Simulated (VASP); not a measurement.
# Hf (Im-3m) in VASP: further runs

Runs on Hf. Level: PBEsol. Tasks: single point.

Program: VASP 6.6.1. These are calculated values, not measurements. Logs are shortened: lines on timing, memory, paths and dates and some standing lists are left out, and cuts for length are marked.

## Step 1: The cell of the first run

It takes space group Im-3m (No. 229, cubic). Conventional cell: a = 3.396 Å, b = 3.396 Å, c = 3.396 Å, α = 90.00°, β = 90.00°, γ = 90.00°. Hf (site symmetry m-3m) has 14 Hf at 2.94 to 3.40 Å within 3.9 Å.

## Step 2: Single point, PBEsol (volume scaled by 0.92)

The input, INCAR:

```
SYSTEM = Hf
PREC = Accurate ; ENCUT = 520
EDIFF = 1E-6 ; ISMEAR = -1
SIGMA = 0.1 ; LREAL = .FALSE.
LASPH = .TRUE. ; NELM = 80
ALGO = Normal ; ISIF = 2
LWAVE = .FALSE. ; LCHARG = .FALSE.
GGA = PS ; NBANDS = 11
```

The input, KPOINTS:

```
regular mesh
0
G
  14 14 14
  0 0 0
```

The input, POSCAR:

```
Hf
1.0
   -1.6982123654      1.6982123654      1.6982123654
    1.6982123654     -1.6982123654      1.6982123654
    1.6982123654      1.6982123654     -1.6982123654
Hf
1
Direct
    0.0000000000      0.0000000000      0.0000000000
```

Potentials or basis: VASP PAW PBE potentials, release 64 (Hf_pv).

Launch:

```bash
$ cat potpaw_PBE.64/Hf_pv/POTCAR > POTCAR
$ mpirun -np 1 vasp_std > vasp.out
```

OUTCAR:

```text
SYSTEM = Hf
   PREC = Accurate
   ENCUT = 520
   EDIFF = 1E-6
   ISMEAR = -1
   LREAL = .FALSE.
   LASPH = .TRUE.
   NELM = 80
   ISIF = 2
   GGA = PS

 ion  position               nearest neighbor table
   1  0.000  0.000  0.000-

  LATTYP: Found a body centered cubic cell.
 ALAT       =     3.3964247308

  Lattice vectors:

 A1 = (  -1.6982123654,   1.6982123654,   1.6982123654)
 A2 = (   1.6982123654,  -1.6982123654,   1.6982123654)
 A3 = (   1.6982123654,   1.6982123654,  -1.6982123654)

Analysis of symmetry for initial positions (statically):
=====================================================================
 Subroutine PRICEL returns:
 Original cell was already a primitive cell.

 Routine SETGRP: Setting up the symmetry group for a
 body centered cubic supercell.

 Subroutine GETGRP returns: Found 48 space group operations
 (whereof 48 operations were pure point group operations)
 out of a pool of 48 trial point group operations.

The static configuration has the point symmetry O_h .

Analysis of symmetry for dynamics (positions and initial velocities):
=====================================================================
 Subroutine PRICEL returns:
 Original cell was already a primitive cell.

 Routine SETGRP: Setting up the symmetry group for a
 body centered cubic supercell.

 Subroutine GETGRP returns: Found 48 space group operations
 (whereof 48 operations were pure point group operations)
 out of a pool of 48 trial point group operations.

The dynamic configuration has the point symmetry O_h .

 Subroutine INISYM returns: Found 48 space group operations
 (whereof 48 operations are pure point group operations),
 and found     1 'primitive' translations

----------------------------------------------------------------------------------------

                                     Primitive cell

  volume of cell :      19.5901

  direct lattice vectors                    reciprocal lattice vectors
    -1.698212365  1.698212365  1.698212365     0.000000000  0.294427252  0.294427252
     1.698212365 -1.698212365  1.698212365     0.294427252  0.000000000  0.294427252
     1.698212365  1.698212365 -1.698212365     0.294427252  0.294427252  0.000000000

  length of vectors
     2.941390099  2.941390099  2.941390099     0.416383013  0.416383013  0.416383013

  position of ions in fractional coordinates (direct lattice)
     0.000000000  0.000000000  0.000000000

  ion indices of the primitive-cell ions
   primitive index   ion index
                 1           1

----------------------------------------------------------------------------------------

 KPOINTS: regular mesh

Automatic generation of k-mesh.
 Grid dimensions read from file:
 generate k-points for:   14   14   14

 Generating k-lattice:

  Cartesian coordinates                     Fractional coordinates (reciprocal lattice)
     0.000000000  0.021030518  0.021030518     0.071428571  0.000000000  0.000000000
     0.021030518  0.000000000  0.021030518     0.000000000  0.071428571  0.000000000
     0.021030518  0.021030518  0.000000000     0.000000000  0.000000000  0.071428571

  Length of vectors
     0.029741644  0.029741644  0.029741644

  Shift w.r.t. Gamma in fractional coordinates (k-lattice)
     0.000000000  0.000000000  0.000000000

 Subroutine IBZKPT returns following result:
 ===========================================

 Found    104 irreducible k-points:

 Following reciprocal coordinates:
            Coordinates               Weight
  0.000000  0.000000  0.000000      1.000000
  0.071429  0.000000  0.000000     12.000000
  0.142857  0.000000  0.000000     12.000000
  0.214286  0.000000  0.000000     12.000000
  0.285714  0.000000  0.000000     12.000000
  0.357143  0.000000  0.000000     12.000000
[... 16 lines left out ...]
  0.285714  0.285714  0.000000     24.000000
  0.357143  0.285714 -0.000000     24.000000
 [... further k-points ...]
   k-points           NKPTS =    104   k-points in BZ     NKDIM =    104   number of bands    NBANDS=     11
   number of dos      NEDOS =    301   number of ions     NIONS =      1
   total plane-waves  NPLWV =  13824
   dimension x,y,z NGX =    24 NGY =   24 NGZ =   24
   dimension x,y,z NGXF=    48 NGYF=   48 NGZF=   48
   ions per type =               1
   NGX,Y,Z   is equivalent  to a cutoff of  13.56, 13.56, 13.56 a.u.
   NGXF,Y,Z  is equivalent  to a cutoff of  27.13, 27.13, 27.13 a.u.
 SYSTEM =  Hf
   PREC   = accura    normal or accurate (medium, high low for compatibility)
   ISTART =      0    job   : 0-new  1-cont  2-samecut
   ICHARG =      2    charge: 1-file 2-atom 10-const
   ISPIN  =      1    spin polarized calculation?
   LNONCOLLINEAR =      F non collinear calculations
   LSORBIT =      F    spin-orbit coupling
   LASPH  =      T    aspherical Exc in radial PAW
   ENCUT  =  520.0 eV  38.22 Ry    6.18 a.u.   5.47  5.47  5.47*2*pi/ulx,y,z
   NELM   =     80;   NELMIN=  2; NELMDL= -5     # of ELM steps
   EDIFF  = 0.1E-05   stopping-criterion for ELM
   LREAL  =      F    real-space projection
   EDIFFG = 0.1E-04   stopping-criterion for IOM
   NSW    =      0    number of steps for IOM
   IBRION =     -1    ionic relax: 0-MD 1-quasi-New 2-CG
   NFREE  =      0    steps in history (QN), initial steepest desc. (CG)
   ISIF   =      2    stress and relaxation
   ISYM   =      2    0-nonsym 1-usesym 2-fastsym
   POTIM  = 0.5000    time-step for ionic-motion
   TEBEG  =    0.0;   TEEND  =   0.0 temperature during run
   PSTRESS=    0.0 pullay stress
   NELECT =      10.0000    total number of electrons
   NUPDOWN=      -1.0000    fix difference up-down
   EMIN   =  10.00;   EMAX   =-10.00  energy-range for DOS
   EFERMI =   0.00;   METHOD = LEGACY
   ISMEAR =    -1;   SIGMA  =   0.10  broadening in eV -4-tet -1-fermi 0-gaus
   EFERMI_NEDOS =   21; number of points for ismear=-14 and -15
   IALGO  =     38    algorithm
   IMIX   =      4    mixing-type and parameters
     AMIX     =   0.40;   BMIX     =  1.00
     AMIX_MAG =   1.60;   BMIX_MAG =  1.00
  volume/ion in A,a.u.               =      19.59       132.20
  Fermi-wavevector in a.u.,A,eV,Ry     =   1.308367  2.472455 23.290774  1.711824
  Thomas-Fermi vector in A             =   2.439038
   LORBIT       =      0    0 simple, 1 ext, 2 COOP (PROOUT), +10 PAW based schemes
   GGA     = PS    functional components
   LHFCALC =     F    Hartree Fock is set to
   AEXX    =    0.0000 exact exchange contribution
   IVDW    =     0    specifies the selected vdW correction
   LEPSILON=     F    determine dielectric tensor
   LRPA    =     F    only Hartree local field effects (RPA)
 non-spin polarized calculation
  energy-cutoff  :      520.00
  volume of cell :       19.59
 maximum number of plane-waves:       546
 NGX is ok and might be reduce to    24
   NGX = 11   NGY = 11   NGZ = 11

 number of electron      10.0000001 magnetization

 Free energy of the ion-electron system (eV)
  ---------------------------------------------------
  ext. energy  EPLUGINS =         0.00000000
  ---------------------------------------------------
  free energy    TOTEN  =       -10.31410411 eV

  energy without entropy =      -10.26297466  energy(sigma->0) =      -10.28853938

 E-fermi :   5.3228     XC(G=0): -12.0115

 val. band max:        5.3005998687   @ k =   0.2857   0.2143   0.0714
 cond. band min:       5.3262611154   @ k =   0.2143   0.0714   0.0714
 fundamental gap:      0.0256612467
 Fermi energy:         5.3228325792

 k-point     1 :       0.0000    0.0000    0.0000
  band No.  band energies     occupation
      1     -23.9157      2.00000
      2     -23.9157      2.00000
      3     -23.9157      2.00000
      4      -2.1119      2.00000
      5       6.9423      0.00000
      6       6.9423      0.00000
      7       6.9423      0.00000
      8      10.1395      0.00000
      9      10.1395      0.00000
     10      19.0707      0.00000
     11      19.3132      0.00000

 k-point     2 :       0.0714    0.0000    0.0000
  band No.  band energies     occupation
      1     -23.9852      2.00000
      2     -23.9364      2.00000
      3     -23.9162      2.00000
      4      -1.8891      2.00000
      5       6.7824      0.00000
      6       6.8806      0.00000
      7       7.1630      0.00000
      8       9.8735      0.00000
      9      10.1333      0.00000
     10      19.0704      0.00000
     11      19.5362      0.00000

 k-point     3 :       0.1429    0.0000    0.0000
  band No.  band energies     occupation
      1     -24.1756      2.00000
      2     -23.9941      2.00000
      3     -23.9177      2.00000
      4      -1.2600      2.00000
      5       6.3697      0.00006
      6       6.6053      0.00001
      7       7.8149      0.00000
      8       9.4818      0.00000
      9      10.1423      0.00000
     10      19.0691      0.00000
     11      20.0402      0.00000

 k-point     4 :       0.2143    0.0000    0.0000
  band No.  band energies     occupation
      1     -24.4407      2.00000
      2     -24.0761      2.00000
      3     -23.9199      2.00000
      4      -0.3489      2.00000
      5       5.8453      0.01070
      6       6.1024      0.00082
      7       8.8667      0.00000
      8       9.4560      0.00000
      9      10.2234      0.00000
     10      19.0658      0.00000
     11      20.1556      0.00000
[... 239 lines left out ...]
 k-point    22 :       0.3571    0.2143   -0.0000
  band No.  band energies     occupation
      1     -25.0090      2.00000
      2     -24.5238      2.00000
      3     -24.0531      2.00000
      4       2.8064      2.00000
      5       4.6283      1.99808
      6       5.6171      0.10018
      7       9.9093      0.00000
      8      11.2360      0.00000
      9      15.3159      0.00000
     10      15.6549      0.00000
     11      18.9509      0.00000

 k-point    23 :       0.2857    0.2857    0.0000
  band No.  band energies     occupation
      1     -24.9397      2.00000
      2     -24.6017      2.00000
      3     -24.0680      2.00000
      4       3.2238      2.00000
      5       4.5126      1.99939
      6       5.2915      1.15538
      7      10.1561      0.00000
      8      10.9431      0.00000
      9      15.0591      0.00000
     10      15.9259      0.00000
     11      19.0870      0.00000

 k-point    24 :       0.3571    0.2857   -0.0000
  band No.  band energies     occupation
      1     -24.8911      2.00000
      2     -24.6964      2.00000
      3     -24.0746      2.00000
      4       3.4008      2.00000
      5       4.6601      1.99736
      6       5.1188      1.76998
      7      10.3854      0.00000
      8      10.9993      0.00000
      9      14.2833      0.00000
     10      16.9426      0.00000
     11      18.4783      0.00000

 [... further k-points ...]

------------------------ aborting loop because EDIFF is reached ----------------------------------------

  FORCE on cell =-STRESS in cart. coord.  units (eV):
  Direction    XX          YY          ZZ          XY          YZ          ZX
  --------------------------------------------------------------------------------------
  -------------------------------------------------------------------------------------
  Total        1.2260222      1.2260222      1.2260222     -0.0000000      0.0000000     -0.0000000
  in kB      100.2704444    100.2704444    100.2704444     -0.0000000      0.0000000     -0.0000000
  external PRESSURE =     100.2704444 kB  Pullay stress =       0.0000000 kB

 VOLUME and BASIS-vectors are now :
 -----------------------------------------------------------------------------
  energy-cutoff  :      520.00
  volume of cell :       19.59
      direct lattice vectors                 reciprocal lattice vectors
    -1.698212365  1.698212365  1.698212365     0.000000000  0.294427252  0.294427252
     1.698212365 -1.698212365  1.698212365     0.294427252  0.000000000  0.294427252
     1.698212365  1.698212365 -1.698212365     0.294427252  0.294427252  0.000000000

 POSITION                                       TOTAL-FORCE (eV/Angst)
 -----------------------------------------------------------------------------------
      0.00000      0.00000      0.00000        -0.000000     -0.000000      0.000000
 -----------------------------------------------------------------------------------
    total drift:                               -0.000000      0.000000      0.000000

  FREE ENERGIE OF THE ION-ELECTRON SYSTEM (eV)
  ---------------------------------------------------
  free  energy   TOTEN  =       -10.3141041070 eV

  energy  without entropy=      -10.2629746599  energy(sigma->0) =      -10.28853938
```

Wall time 22 s (1 thread of Intel Xeon 8259CL, shared host); peak memory 0.15 GiB.

Results:

```
Free energy            : -10.3141 eV
Pressure               : 10.0 GPa
Band gap on the k mesh : zero (band 5 reaches 6.94 eV, above the bottom of band 6 at 4.53 eV)
```

Caveat: the PAW data sets were made with another functional, which shifts forces and pressure a little; spin-orbit coupling is left out, which moves the levels of the heavy elements.

## Step 3: Single point, PBEsol (volume scaled by 0.96)

The input, INCAR:

```
SYSTEM = Hf
ALGO = Normal ; EDIFF = 1E-6
ENCUT = 520 ; GGA = PS
ISIF = 2 ; ISMEAR = -1
LASPH = .TRUE. ; LCHARG = .FALSE.
LREAL = .FALSE. ; LWAVE = .FALSE.
NBANDS = 11 ; NELM = 80
PREC = Accurate ; SIGMA = 0.1
```

The input, KPOINTS:

```
k-points
0
G
  14 14 14
  0 0 0
```

The input, POSCAR:

```
Hf
1.0
   -1.7224758202      1.7224758202      1.7224758202
    1.7224758202     -1.7224758202      1.7224758202
    1.7224758202      1.7224758202     -1.7224758202
Hf
1
Direct
    0.0000000000      0.0000000000      0.0000000000
```

Potentials or basis: VASP PAW PBE potentials, release 64 (Hf_pv).

Launch:

```bash
$ cat potpaw_PBE.64/Hf_pv/POTCAR > POTCAR
$ mpirun -np 1 vasp_std > vasp.out
```

Wall time 18 s (1 thread of Intel Xeon 8259CL, shared host); peak memory 0.16 GiB.

The run converged. Its results:

| Item | Value |
| --- | --- |
| Free energy | -10.3526 eV |
| Pressure | 4.5 GPa |
| Band gap on the k mesh | zero (band 5 reaches 6.61 eV, above the bottom of band 6 at 4.24 eV) |

Levels at points of the mesh, in eV from the Fermi level:
```
           k point  band 2  band 3  band 4  band 5  band 6  band 7  band 8  band 9
(0.00, 0.00, 0.00)  -29.40  -29.40   -7.31    1.60    1.60    1.60    4.66    4.66
(0.50, 0.00, 0.00)  -29.76  -29.41   -3.65   -0.66    1.50    4.54    5.64    8.48
(0.50, 0.50, 0.50)  -30.17  -30.17   -2.96   -2.96    7.51    7.51    7.51    8.01
```

Caveat: the PAW data sets were made with another functional, which shifts forces and pressure a little; spin-orbit coupling is left out, which moves the levels of the heavy elements.
